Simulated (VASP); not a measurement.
Set up this calculation in VASP 6.6.1, as the native input.

* Task: single point
* Functional: PBE
* Potentials or basis: VASP PAW PBE potentials, release 64 (Mg, Zn, Te, Se)
* Cutoff: 520 eV
* k mesh: 10 × 10 × 10
* Occupations: gaussian, width 0.01 eV
* Spin: no spin polarisation
* Dipole correction: no
* Further INCAR settings: ALGO = Normal; EDIFF = 1e-07; NBANDS = 31

The structure of MgZn2TeSe2 lies in POSCAR:

```
MgZn2TeSe2
1.0
   -2.1152081692      2.1152081692      8.9335122779
    2.1152081692     -2.1152081692      8.9335122779
    2.1152081692      2.1152081692     -8.9335122779
Mg Zn Te Se
1 2 1 2
Direct
    0.0000000000      0.0000000000      0.0000000000
    0.6611580044      0.6611580044      0.0000000000
    0.3388419956      0.3388419956      0.0000000000
    0.2500000000      0.7500000000      0.5000000000
    0.5841553342      0.0841553342      0.5000000000
    0.9158446658      0.4158446658      0.5000000000
```

One way to write it, as run:

INCAR

```
SYSTEM = MgZn2TeSe2
PREC = Accurate ; ENCUT = 520
EDIFF = 1E-7 ; ISMEAR = 0
SIGMA = 0.01 ; LREAL = .False.
LASPH = .True. ; NELM = 100
ALGO = Normal ; ISIF = 2
LWAVE = .False. ; LCHARG = .False.
GGA = PE ; NBANDS = 31
```

KPOINTS

```
regular mesh
0
Gamma
  10 10 10
  0 0 0
```

Potentials or basis: VASP PAW PBE potentials, release 64 (Mg, Zn, Te, Se).

The run is started by

```sh
$ cat potpaw_PBE.64/Mg/POTCAR potpaw_PBE.64/Zn/POTCAR potpaw_PBE.64/Te/POTCAR potpaw_PBE.64/Se/POTCAR > POTCAR
$ mpirun -np 1 vasp_std > vasp.out
```

Results of the run:

| Item | Value |
| --- | --- |
| Pressure | 0.1 GPa |
| Largest force | 0.023 eV/Å |
| Band gap on the k mesh | 1.19 eV |

Caveat: spin-orbit coupling is left out, which moves the levels of the heavy elements.

Wall time 17 min on 1 thread of Intel(R) Xeon(R) 6975P-C (Granite Rapids), with other jobs on the host, peak memory 1.1 GiB.
